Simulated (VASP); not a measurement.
Write the native input for VASP 6.6.1 that does the following.

```
Task                   : single point
Functional             : PBE
Potentials or basis    : VASP PAW PBE potentials, release 64 (Pb_d, F)
Cutoff                 : 520 eV
k mesh                 : 10 × 10 × 10
Occupations            : gaussian, width 0.05 eV
Spin                   : no spin polarisation
Dipole correction      : no
Further INCAR settings : ALGO = Normal; EDIFF = 1e-07; NBANDS = 21
```

The structure of PbF2 lies in POSCAR:

```
PbF2
1.0
    0.0000000000      2.9892857645      2.9892857645
    2.9892857645      0.0000000000      2.9892857645
    2.9892857645      2.9892857645      0.0000000000
Pb F
1 2
Direct
    0.0000000000      0.0000000000      0.0000000000
    0.2500000000      0.2500000000      0.2500000000
    0.7500000000      0.7500000000      0.7500000000
```

One way to write it, as run:

INCAR

```
ALGO     = Normal         # electronic algorithm
EDIFF    = 1E-7           # SCF threshold, eV
ENCUT    = 520            # plane-wave cutoff, eV
GGA      = PE             # functional
ISIF     = 2              # what is computed and relaxed
ISMEAR   = 0              # smearing method
LASPH    = True           # aspherical terms in the spheres
LCHARG   = True           # write CHGCAR
LELF     = True           # ELF
LREAL    = False          # projectors in reciprocal space
LVHAR    = True         
LWAVE    = False          # write WAVECAR
NBANDS   = 21             # bands
NELM     = 100            # most SCF steps
PREC     = Accurate       # precision mode
SIGMA    = 0.05           # smearing width, eV
```

KPOINTS

```
k-points
0
Gamma
  10 10 10
```

Potentials or basis: VASP PAW PBE potentials, release 64 (Pb_d, F).

Run with:

```sh
$ cat potpaw_PBE.64/Pb_d/POTCAR potpaw_PBE.64/F/POTCAR > POTCAR
$ mpirun -np 1 vasp_std > vasp.out
```

Results of the run:

```
Pressure               : 0.6 GPa
Band gap on the k mesh : 4.43 eV (least direct gap 4.56 eV)
```

Caveat: spin-orbit coupling is left out, which moves the levels of the heavy elements.

It took 36 s on 1 thread of AMD EPYC 7R43 64-Core Processor (Zen 3), with other jobs on the host, peak memory 0.17 GiB.
